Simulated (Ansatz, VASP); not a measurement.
# Two plane-wave programs on MoH3

```xyz
4
Lattice="3.5305 0.0000 0.0000 0.0000 3.5305 0.0000 0.0000 0.0000 3.5305" Properties=species:S:1:pos:R:3 pbc="T T T"
H     0.0000    1.7652    1.7652
H     1.7652    0.0000    1.7652
H     1.7652    1.7652    0.0000
Mo    1.7652    1.7652    1.7652
```

Alike in both runs: functional PBE; k mesh 4 × 4 × 4; occupations gaussian, width 0.15 eV; no spin polarisation.

Ansatz relaxed the structure, and its values are those at the end. VASP's run is a single point on that final structure, the one shown.

|  | VASP | Ansatz |
| --- | --- | --- |
| version | VASP 6.6.1 | Ansatz 0.2.0 |
| potentials or method | VASP PAW PBE potentials, release 64 (H, Mo_sv), cutoff 500 eV | scalar-relativistic, plane waves, PAW |
| valence electrons in the cell | 17 | 17 |

|  | VASP | Ansatz | Ansatz less VASP |
| --- | --- | --- | --- |
| gap on the k mesh at the Fermi level (eV) | none | none | - |
| pressure (GPa) | 0.3 | 0.3 | +0.09 |

A gap of «none» marks a metal or a gap that the smearing closes.

The k mesh is coarse, so the values compare programs but aren't converged.
